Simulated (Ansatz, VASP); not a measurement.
InSb in VASP and in Ansatz

```
CELL_PARAMETERS angstrom
0.00000 3.22899 3.22899
3.22899 0.00000 3.22899
3.22899 3.22899 0.00000
ATOMIC_POSITIONS crystal
In 0.00000 0.00000 0.00000
Sb 0.25000 0.25000 0.25000
```

Alike in both runs: task single point; functional HSE06; k mesh 4 × 4 × 4; occupations fermi-dirac, width 0.05 eV; no spin polarisation.

|  | VASP | Ansatz |
| --- | --- | --- |
| version | VASP 6.6.1 | Ansatz 0.2.0 development build |
| potentials or method | VASP PAW PBE potentials, release 64 (In_d, Sb) | plane waves |
| plane-wave cutoff (eV) | 520 | 710 |
| valence electrons in the cell | 18 | 42 |

|  | VASP | Ansatz | Ansatz less VASP |
| --- | --- | --- | --- |
| gap on the k mesh at the Fermi level (eV) | 0.63 | 0.60 | -0.025 |

With one functional, cell and mesh, what is left measures potentials, basis and numerics. VASP's potentials hold 18 valence electrons a cell and Ansatz's 42, so a difference there can come from the potentials and not from the codes.

The k mesh is coarse, so the values compare programs but aren't converged. Neither program's run includes spin-orbit coupling.
